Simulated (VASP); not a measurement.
A run of VASP 6.6.1 is set up as follows.

File INCAR:

```
ALGO = Normal
EDIFF = 1E-6
ENCUT = 600
GGA = PE
GGA_COMPAT = False
ISIF = 2
ISMEAR = 0
LASPH = True
LCHARG = True
LELF = True
LREAL = False
LVHAR = True
LWAVE = False
NBANDS = 28
NELM = 120
PREC = Accurate
SIGMA = 0.02
```

The input KPOINTS:

```
k-points
0
Gamma
  6 6 6
```

File POSCAR:

```
BaZrO3
1.0
    4.2272125858      0.0000000000      0.0000000000
    0.0000000000      4.2272125858      0.0000000000
    0.0000000000      0.0000000000      4.2272125858
Ba Zr O
1 1 3
Direct
    0.0000000000      0.0000000000      0.0000000000
    0.5000000000      0.5000000000      0.5000000000
    0.5000000000      0.5000000000      0.0000000000
    0.0000000000      0.5000000000      0.5000000000
    0.5000000000      0.0000000000      0.5000000000
```

Potentials or basis: VASP PAW PBE potentials, release 64 (Ba_sv, Zr_sv, O).

Run with:

```bash
$ cat potpaw_PBE.64/Ba_sv/POTCAR potpaw_PBE.64/Zr_sv/POTCAR potpaw_PBE.64/O/POTCAR > POTCAR
$ mpirun -np 1 vasp_std > vasp.out
```

**Question.** What does it give for the pressure?

**Answer.** 0.8 GPa.

**Question.** Estimate the band gap on the k mesh.

**Answer.** 3.13 eV (least direct gap 3.38 eV).

Caveat: spin-orbit coupling is left out, which moves the levels of the heavy elements. A k mesh can miss the band edges.
